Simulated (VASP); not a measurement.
Set up this calculation in VASP 6.6.1, as the native input.

| Property | Result |
| --- | --- |
| Task | single point |
| Functional | PBE |
| Dispersion | D3(BJ) |
| Potentials or basis | VASP PAW PBE potentials, release 64 (Mg) |
| Cutoff | 520 eV |
| k mesh | 11 × 11 × 11 |
| Occupations | fermi-dirac, width 0.05 eV |
| Spin | no spin polarisation |
| Dipole correction | no |
| Further INCAR settings | ALGO = Normal; EDIFF = 1e-07; NBANDS = 7 |

The structure of Mg lies in POSCAR:

```
Mg
1.0
   -1.8359916300      1.8359916300      1.6794040200
    1.8359916300     -1.8359916300      1.6794040200
    1.8359916300      1.8359916300     -1.6794040200
Mg
1
Direct
    0.0000000000      0.0000000000      0.0000000000
```

These files were run (other wordings do the same):

INCAR

```
  ALGO = Normal
  EDIFF = 1E-7
  ENCUT = 520
  GGA = PE
  ISIF = 2
  ISMEAR = -1
  IVDW = 12
  LASPH = T
  LCHARG = F
  LREAL = F
  LWAVE = F
  NBANDS = 7
  NELM = 80
  PREC = Accurate
  SIGMA = 0.05
```

KPOINTS

```
k-points
0
Gamma
  11 11 11
```

Potentials or basis: VASP PAW PBE potentials, release 64 (Mg).

Launch:

```bash
$ cat potpaw_PBE.64/Mg/POTCAR > POTCAR
$ mpirun -np 1 vasp_std > vasp.out
```

It gave:

* Pressure: -1.6 GPa
* Band gap on the k mesh: zero (band 1 reaches 5.87 eV, above the bottom of band 2 at 1.55 eV)
* Dispersion energy per atom: -0.288 eV

Caveat: three body term missing; pairwise dispersion overbinds metals, which lowers pressure and volume.

It took 12 s on 1 thread of AMD EPYC 7R13 Processor (Zen 3), on a shared host, peak memory 0.12 GiB.
